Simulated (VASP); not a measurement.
Wanted: the native input for a VASP 6.6.1 run.

```
Task                   : single point
Functional             : PBE
Potentials or basis    : VASP PAW PBE potentials, release 64 (In_d, P)
Cutoff                 : 520 eV
k mesh                 : 20 × 20 × 20
Occupations            : gaussian, width 0.15 eV
Spin                   : no spin polarisation
Dipole correction      : no
Further INCAR settings : ALGO = Normal; EDIFF = 1e-06; NBANDS = 16
```

The structure of InP lies in POSCAR:

```
InP
1.0
    0.0000000000      2.8804730951      2.7669824552
    2.8804730951      0.0000000000      2.7669824552
    2.8804730951      2.8804730951      0.0000000000
In P
1 1
Direct
    0.0000000000      0.0000000000      0.0000000000
    0.5000000000      0.5000000000      0.5000000000
```

One way to write it, as run:

INCAR

```
  PREC = Accurate
  ENCUT = 520
  EDIFF = 1E-6
  ISMEAR = 0
  SIGMA = 0.15
  LREAL = F
  LASPH = T
  NELM = 80
  ALGO = Normal
  ISIF = 2
  LWAVE = F
  LCHARG = F
  GGA = PE
  NBANDS = 16
```

KPOINTS

```
Automatic mesh
0
Gamma
  20 20 20
```

Potentials or basis: VASP PAW PBE potentials, release 64 (In_d, P).

The run is started by

```bash
$ cat potpaw_PBE.64/In_d/POTCAR potpaw_PBE.64/P/POTCAR > POTCAR
$ mpirun -np 1 vasp_std > vasp.out
```

It gave:

- Pressure: -4.5 GPa
- Band gap on the k mesh: zero (bands 9 and 10 overlap by 2.47 eV)

Caveat: the cell stands under tension; spin-orbit coupling is left out, which moves the levels of the heavy elements.

Wall time 10 min on 1 thread of Intel Xeon 8259CL (shared host), peak memory 0.55 GiB.
